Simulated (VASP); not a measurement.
Wanted: the native input for a VASP 6.6.1 run.

```yaml
Task: single point
Functional: PBE
Potentials_or_basis: VASP PAW PBE potentials, release 64 (Y_sv, Be)
Cutoff: 520 eV
k_mesh: 8 × 8 × 8
Occupations: gaussian, width 0.1 eV
Spin: no spin polarisation
Dipole_correction: no
Further_INCAR_settings: ALGO = Fast; EDIFF = 1e-06; NBANDS = 33
```

The structure of Y2Be lies in POSCAR:

```
Y2Be
1.0
    0.0000000000      4.3280898219      4.3280898219
    4.3280898219      0.0000000000      4.3280898219
    4.3280898219      4.3280898219      0.0000000000
Y Be
4 2
Direct
    0.1250000000      0.1250000000      0.1250000000
    0.6250000000      0.1250000000      0.1250000000
    0.1250000000      0.1250000000      0.6250000000
    0.1250000000      0.6250000000      0.1250000000
    0.5000000000      0.5000000000      0.5000000000
    0.7500000000      0.7500000000      0.7500000000
```

The input as run:

INCAR

```
SYSTEM = Y2Be
PREC = Accurate
ENCUT = 520
EDIFF = 1E-6
ISMEAR = 0
SIGMA = 0.1
LREAL = .False.
LASPH = .True.
NELM = 100
ALGO = Fast
ISIF = 2
LWAVE = .False.
LCHARG = .False.
GGA = PE
NBANDS = 33
```

KPOINTS

```
Automatic mesh
0
Gamma
  8 8 8
  0 0 0
```

Potentials or basis: VASP PAW PBE potentials, release 64 (Y_sv, Be).

Launch:

```sh
$ cat potpaw_PBE.64/Y_sv/POTCAR potpaw_PBE.64/Be/POTCAR > POTCAR
$ mpirun -np 1 vasp_std > vasp.out
```

Results of the run:

| Quantity | Value |
| --- | --- |
| Pressure | -0.1 GPa |
| Band gap on the k mesh | zero (band 24 reaches 2.81 eV, above the bottom of band 25 at 2.35 eV) |

Run time: 3.5 min on 1 thread of Intel(R) Xeon(R) 6975P-C (Granite Rapids), on a shared host, peak memory 0.41 GiB.
